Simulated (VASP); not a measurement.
# LaAl2SiRu2 (P4/mmm) in VASP: density of states with PBEsol

Aim: the density of states of LaAl2SiRu2 with PBEsol.

Program: VASP 6.6.1. These are calculated values, not measurements. Logs are shortened: lines on timing, memory, paths and dates and some standing lists are left out, and cuts for length are marked.

## (1) The cell of the first run

Symmetry: P4/mmm, No. 123, tetragonal system. The conventional cell has a = 4.410 Å, b = 4.410 Å, c = 5.929 Å, α = 90.00°, β = 90.00°, γ = 90.00°. Within 3.9 Å of La (site symmetry 4/mmm) lie 2 Si at 2.96 Å and 8 Al at 3.44 Å and 8 Ru at 3.69 Å. Si (site symmetry 4/mmm) has 4 Ru at 2.20 Å within 2.9 Å. Within 3.5 Å of Al (site symmetry 4mm) lie 4 Ru at 2.67 Å and 2 Al at 2.92 to 3.01 Å and 4 La at 3.44 Å and 4 Si at 3.46 Å. Within 2.9 Å of Ru (site symmetry mmm) lie 2 Si at 2.20 Å and 4 Al at 2.67 Å.

## (2) Density of states, PBEsol

File POSCAR:

```
LaAl2SiRu2
1.0
    4.4096210000      0.0000000000      0.0000000000
    0.0000000000      4.4096210000      0.0000000000
    0.0000000000      0.0000000000      5.9290320000
La Si Al Ru
1 1 2 2
Direct
    0.0000000000      0.0000000000      0.5000000000
    0.0000000000      0.0000000000      0.0000000000
    0.5000000000      0.5000000000      0.2537000000
    0.5000000000      0.5000000000      0.7463000000
    0.0000000000      0.5000000000      0.0000000000
    0.5000000000      0.0000000000      0.0000000000
```

File INCAR.step1:

```
SYSTEM = LaAl2SiRu2
ALGO = Normal
EDIFF = 1E-6
ENCUT = 520
GGA = PS
ISIF = 2
ISMEAR = -1
LASPH = .TRUE.
LCHARG = .TRUE.
LMAXMIX = 6
LREAL = .FALSE.
LWAVE = .FALSE.
NBANDS = 34
NELM = 60
PREC = Accurate
SIGMA = 0.0104
```

File KPOINTS.step1:

```
k-points
0
G
  8 8 6
  0 0 0
```

File INCAR.step2:

```
SYSTEM = LaAl2SiRu2
ALGO = Normal
EDIFF = 1E-6
ENCUT = 520
GGA = PS
ICHARG = 11
ISIF = 2
ISMEAR = -5
LASPH = .TRUE.
LCHARG = .FALSE.
LMAXMIX = 6
LORBIT = 11
LREAL = .FALSE.
LWAVE = .FALSE.
NBANDS = 34
NEDOS = 2001
NELM = 60
PREC = Accurate
SIGMA = 0.0104
```

File KPOINTS.step2:

```
k-points
0
G
  12 12 9
  0 0 0
```

Potentials or basis: VASP PAW PBE potentials, release 64 (La, Si, Al, Ru_pv).

Run with:

```sh
cat potpaw_PBE.64/La/POTCAR potpaw_PBE.64/Si/POTCAR potpaw_PBE.64/Al/POTCAR potpaw_PBE.64/Ru_pv/POTCAR > POTCAR
cp INCAR.step1 INCAR
cp KPOINTS.step1 KPOINTS
mpirun -np 1 vasp_std > vasp.out
cp INCAR.step2 INCAR
cp KPOINTS.step2 KPOINTS
mpirun -np 1 vasp_std > vasp.out
```

OUTCAR:

```text
SYSTEM = LaAl2SiRu2
   EDIFF = 1E-6
   ENCUT = 520
   GGA = PS
   ICHARG = 11
   ISIF = 2
   ISMEAR = -5
   LASPH = .TRUE.
   LORBIT = 11
   LREAL = .FALSE.
   NELM = 60
   PREC = Accurate

 ion  position               nearest neighbor table
   1  0.000  0.000  0.500-   2 2.96   2 2.96   4 3.44   3 3.44   3 3.44   4 3.44   3 3.44   4 3.44
                             3 3.44   4 3.44
   2  0.000  0.000  0.000-   5 2.20   6 2.20   5 2.20   6 2.20   1 2.96   1 2.96
   3  0.500  0.500  0.254-   5 2.67   6 2.67   6 2.67   5 2.67   4 2.92   4 3.01   1 3.44   1 3.44
                             1 3.44   1 3.44
   4  0.500  0.500  0.746-   5 2.67   6 2.67   6 2.67   5 2.67   3 2.92   3 3.01   1 3.44   1 3.44
                             1 3.44   1 3.44
   5  0.000  0.500  0.000-   2 2.20   2 2.20   4 2.67   3 2.67   3 2.67   4 2.67   6 3.12   6 3.12
                             6 3.12   6 3.12
   6  0.500  0.000  0.000-   2 2.20   2 2.20   4 2.67   3 2.67   4 2.67   3 2.67   5 3.12   5 3.12
                             5 3.12   5 3.12

  LATTYP: Found a simple tetragonal cell.
 ALAT       =     4.4096210000
 C/A-ratio  =     1.3445672542

  Lattice vectors:

 A1 = (   4.4096210000,   0.0000000000,   0.0000000000)
 A2 = (   0.0000000000,   4.4096210000,   0.0000000000)
 A3 = (   0.0000000000,   0.0000000000,   5.9290320000)

Analysis of symmetry for initial positions (statically):
=====================================================================
 Subroutine PRICEL returns:
 Original cell was already a primitive cell.

 Routine SETGRP: Setting up the symmetry group for a
 simple tetragonal supercell.

 Subroutine GETGRP returns: Found 16 space group operations
 (whereof 16 operations were pure point group operations)
 out of a pool of 16 trial point group operations.

The static configuration has the point symmetry D_4h.

Analysis of symmetry for dynamics (positions and initial velocities):
=====================================================================
 Subroutine PRICEL returns:
 Original cell was already a primitive cell.

 Routine SETGRP: Setting up the symmetry group for a
 simple tetragonal supercell.

 Subroutine GETGRP returns: Found 16 space group operations
 (whereof 16 operations were pure point group operations)
 out of a pool of 16 trial point group operations.

The dynamic configuration has the point symmetry D_4h.

 Subroutine INISYM returns: Found 16 space group operations
 (whereof 16 operations are pure point group operations),
 and found     1 'primitive' translations

----------------------------------------------------------------------------------------

                                     Primitive cell

  volume of cell :     115.2886

  direct lattice vectors                    reciprocal lattice vectors
     4.409621000  0.000000000  0.000000000     0.226776859  0.000000000  0.000000000
     0.000000000  4.409621000  0.000000000     0.000000000  0.226776859  0.000000000
     0.000000000  0.000000000  5.929032000     0.000000000  0.000000000  0.168661596

  length of vectors
     4.409621000  4.409621000  5.929032000     0.226776859  0.226776859  0.168661596

  position of ions in fractional coordinates (direct lattice)
     0.000000000  0.000000000  0.500000000
     0.000000000  0.000000000  0.000000000
     0.500000000  0.500000000  0.253700000
     0.500000000  0.500000000  0.746300000
     0.000000000  0.500000000  0.000000000
     0.500000000  0.000000000  0.000000000

  ion indices of the primitive-cell ions
   primitive index   ion index
                 1           1
                 2           2
                 3           3
                 4           4
                 5           5
                 6           6

----------------------------------------------------------------------------------------

 KPOINTS: k-points

Automatic generation of k-mesh.
 Grid dimensions read from file:
 generate k-points for:   12   12    9

 Generating k-lattice:

  Cartesian coordinates                     Fractional coordinates (reciprocal lattice)
     0.018898072  0.000000000  0.000000000     0.083333333  0.000000000  0.000000000
     0.000000000  0.018898072  0.000000000     0.000000000  0.083333333  0.000000000
     0.000000000  0.000000000  0.018740177     0.000000000  0.000000000  0.111111111

  Length of vectors
     0.018898072  0.018898072  0.018740177

  Shift w.r.t. Gamma in fractional coordinates (k-lattice)
     0.000000000  0.000000000  0.000000000

 TETIRR: Found   1950 inequivalent tetrahedra from     7776

 Subroutine IBZKPT returns following result:
 ===========================================

 Found    140 irreducible k-points:

 Following reciprocal coordinates:
            Coordinates               Weight
  0.000000  0.000000  0.000000      1.000000
  0.083333  0.000000  0.000000      4.000000
  0.166667  0.000000  0.000000      4.000000
  0.250000  0.000000  0.000000      4.000000
  0.333333  0.000000  0.000000      4.000000
  0.416667  0.000000  0.000000      4.000000
[... 16 lines left out ...]
  0.333333  0.333333  0.000000      4.000000
  0.416667  0.333333  0.000000      8.000000
 [... further k-points ...]
   k-points           NKPTS =    140   k-points in BZ     NKDIM =    140   number of bands    NBANDS=     34
   number of dos      NEDOS =   2001   number of ions     NIONS =      6
   total plane-waves  NPLWV =  62208
   dimension x,y,z NGX =    36 NGY =   36 NGZ =   48
   dimension x,y,z NGXF=    72 NGYF=   72 NGZF=   96
   ions per type =               1   1   2   2
   NGX,Y,Z   is equivalent  to a cutoff of  13.57, 13.57, 13.46 a.u.
   NGXF,Y,Z  is equivalent  to a cutoff of  27.14, 27.14, 26.92 a.u.
 SYSTEM =  LaAl2SiRu2
   PREC   = accura    normal or accurate (medium, high low for compatibility)
   ISTART =      0    job   : 0-new  1-cont  2-samecut
   ICHARG =     11    charge: 1-file 2-atom 10-const
   ISPIN  =      1    spin polarized calculation?
   LNONCOLLINEAR =      F non collinear calculations
   LSORBIT =      F    spin-orbit coupling
   LASPH  =      T    aspherical Exc in radial PAW
   ENCUT  =  520.0 eV  38.22 Ry    6.18 a.u.   8.20  8.20 11.02*2*pi/ulx,y,z
   NELM   =     60;   NELMIN=  2; NELMDL=  0     # of ELM steps
   EDIFF  = 0.1E-05   stopping-criterion for ELM
   LREAL  =      F    real-space projection
   EDIFFG = 0.1E-04   stopping-criterion for IOM
   NSW    =      0    number of steps for IOM
   IBRION =     -1    ionic relax: 0-MD 1-quasi-New 2-CG
   NFREE  =      0    steps in history (QN), initial steepest desc. (CG)
   ISIF   =      2    stress and relaxation
   ISYM   =      2    0-nonsym 1-usesym 2-fastsym
   POTIM  = 0.5000    time-step for ionic-motion
   TEBEG  =    0.0;   TEEND  =   0.0 temperature during run
   PSTRESS=    0.0 pullay stress
   NELECT =      49.0000    total number of electrons
   NUPDOWN=      -1.0000    fix difference up-down
   EMIN   =  10.00;   EMAX   =-10.00  energy-range for DOS
   EFERMI =   0.00;   METHOD = LEGACY
   ISMEAR =    -5;   SIGMA  =   0.01  broadening in eV -4-tet -1-fermi 0-gaus
   EFERMI_NEDOS =   21; number of points for ismear=-14 and -15
   IALGO  =     38    algorithm
   IMIX   =      4    mixing-type and parameters
     AMIX     =   0.40;   BMIX     =  1.00
     AMIX_MAG =   1.60;   BMIX_MAG =  1.00
  volume/ion in A,a.u.               =      19.21       129.67
  Fermi-wavevector in a.u.,A,eV,Ry     =   1.230868  2.326003 20.613311  1.515036
  Thomas-Fermi vector in A             =   2.365700
   LORBIT       =     11    0 simple, 1 ext, 2 COOP (PROOUT), +10 PAW based schemes
   GGA     = PS    functional components
   LHFCALC =     F    Hartree Fock is set to
   AEXX    =    0.0000 exact exchange contribution
   IVDW    =     0    specifies the selected vdW correction
   LEPSILON=     F    determine dielectric tensor
   LRPA    =     F    only Hartree local field effects (RPA)
 non-spin polarized calculation
 Fermi weights with tetrahedron method with Bloechl corrections
  energy-cutoff  :      520.00
  volume of cell :      115.29
 maximum number of plane-waves:      3136
 NGX is ok and might be reduce to    36

 number of electron      49.0000000 magnetization

 Free energy of the ion-electron system (eV)
  ---------------------------------------------------
  ext. energy  EPLUGINS =         0.00000000
  ---------------------------------------------------
  free energy    TOTEN  =       -42.32626216 eV

  energy without entropy =      -42.32626216  energy(sigma->0) =      -42.32626216

 E-fermi :   8.6359     XC(G=0): -10.9694

 val. band max:        8.6445630388   @ k =   0.4167   0.0000   0.0000
 cond. band min:       8.6304496483   @ k =   0.2500   0.1667   0.1111
 fundamental gap:     -0.0141133905
 Fermi energy:         8.6359137480

 k-point     1 :       0.0000    0.0000    0.0000
  band No.  band energies     occupation
      1     -34.3853      2.00000
      2     -34.3853      2.00000
      3     -33.9633      2.00000
      4     -33.9633      2.00000
      5     -33.6208      2.00000
      6     -33.5938      2.00000
[... 26 lines left out ...]
     33      10.8753      0.00000
     34      11.4840      0.00000

 k-point     2 :       0.0833    0.0000    0.0000
  band No.  band energies     occupation
      1     -34.3852      2.00000
      2     -34.3846      2.00000
      3     -33.9641      2.00000
      4     -33.9640      2.00000
      5     -33.6203      2.00000
      6     -33.5942      2.00000
[... 26 lines left out ...]
     33      10.8817      0.00000
     34      11.1751      0.00000

 k-point     3 :       0.1667    0.0000    0.0000
  band No.  band energies     occupation
      1     -34.3849      2.00000
      2     -34.3829      2.00000
      3     -33.9663      2.00000
      4     -33.9658      2.00000
      5     -33.6189      2.00000
      6     -33.5955      2.00000
[... 26 lines left out ...]
     33      10.9150      0.00000
     34      11.0472      0.00000

 k-point     4 :       0.2500    0.0000    0.0000
  band No.  band energies     occupation
      1     -34.3846      2.00000
      2     -34.3806      2.00000
      3     -33.9694      2.00000
      4     -33.9683      2.00000
      5     -33.6167      2.00000
      6     -33.5977      2.00000
[... 26 lines left out ...]
     33      10.9338      0.00000
     34      11.0560      0.00000

 k-point     5 :       0.3333    0.0000    0.0000
  band No.  band energies     occupation
      1     -34.3842      2.00000
      2     -34.3782      2.00000
      3     -33.9724      2.00000
      4     -33.9709      2.00000
      5     -33.6139      2.00000
      6     -33.6004      2.00000
[... 621 lines left out ...]
 k-point    22 :       0.5000    0.2500    0.0000
  band No.  band energies     occupation
      1     -34.4412      2.00000
      2     -34.3218      2.00000
      3     -34.0271      2.00000
      4     -33.9223      2.00000
      5     -33.6071      2.00000
      6     -33.6070      2.00000
[... 26 lines left out ...]
     33      10.7351      0.00000
     34      10.8320      0.00000

 k-point    23 :       0.3333    0.3333    0.0000
  band No.  band energies     occupation
      1     -34.4454      2.00000
      2     -34.3188      2.00000
      3     -34.0297      2.00000
      4     -33.9185      2.00000
      5     -33.6104      2.00000
      6     -33.6037      2.00000
[... 26 lines left out ...]
     33      10.7335      0.00000
     34      10.8292      0.00000

 k-point    24 :       0.4167    0.3333    0.0000
  band No.  band energies     occupation
      1     -34.4529      2.00000
      2     -34.3117      2.00000
      3     -34.0366      2.00000
      4     -33.9127      2.00000
      5     -33.6088      2.00000
      6     -33.6053      2.00000
[... 26 lines left out ...]
     33      10.7227      0.00000
     34      10.8230      0.00000

 [... further k-points ...]
[... 5 lines left out ...]
  --------------------------------------------------------------------------------------
  -------------------------------------------------------------------------------------
  Total       -1.2077445     -1.2077445     -3.5110646      0.0000000      0.0000000      0.0000000
  in kB      -16.7841489    -16.7841489    -48.7936239      0.0000000      0.0000000      0.0000000
  external PRESSURE =     -27.4539739 kB  Pullay stress =       0.0000000 kB

 VOLUME and BASIS-vectors are now :
 -----------------------------------------------------------------------------
  energy-cutoff  :      520.00
  volume of cell :      115.29
      direct lattice vectors                 reciprocal lattice vectors
     4.409621000  0.000000000  0.000000000     0.226776859  0.000000000  0.000000000
     0.000000000  4.409621000  0.000000000     0.000000000  0.226776859  0.000000000
     0.000000000  0.000000000  5.929032000     0.000000000  0.000000000  0.168661596

 POSITION                                       TOTAL-FORCE (eV/Angst)
 -----------------------------------------------------------------------------------
      0.00000      0.00000      2.96452         0.000000     -0.000000      0.000000
      0.00000      0.00000      0.00000         0.000000     -0.000000      0.000000
      2.20481      2.20481      1.50420         0.000000      0.000000     -0.040020
      2.20481      2.20481      4.42484         0.000000     -0.000000      0.040020
      0.00000      2.20481      0.00000         0.000000     -0.000000      0.000000
      2.20481      0.00000      0.00000         0.000000     -0.000000      0.000000
 -----------------------------------------------------------------------------------
    total drift:                                0.000000     -0.000000     -0.000000

  FREE ENERGIE OF THE ION-ELECTRON SYSTEM (eV)
  ---------------------------------------------------
  free  energy   TOTEN  =       -42.3262621629 eV

  energy  without entropy=      -42.3262621629  energy(sigma->0) =      -42.32626216

 total charge

# of ion       s       p       d       f       tot
--------------------------------------------------
    1        2.026   5.626   0.733   0.107   8.491
    2        0.828   0.973   0.000   0.000   1.801
    3        0.413   0.340   0.000   0.000   0.754
    4        0.413   0.340   0.000   0.000   0.754
    5        0.331   6.269   6.247   0.000  12.847
    6        0.331   6.269   6.247   0.000  12.847
--------------------------------------------------
tot          4.344  19.817  13.226   0.107  37.493
```

Wall time 26 min (1 thread of Oxide Virtual Turin-like, shared host); peak memory 0.64 GiB.

What came out:

- Valence electrons inside the program's atomic spheres: La 8.49; Si 1.80; Al 0.75; Ru 12.85

Caveat: the PAW data sets were made with another functional, which shifts forces and pressure a little; spin-orbit coupling is left out, which moves the levels of the heavy elements; tetrahedron occupations give inexact forces and stress in metals.
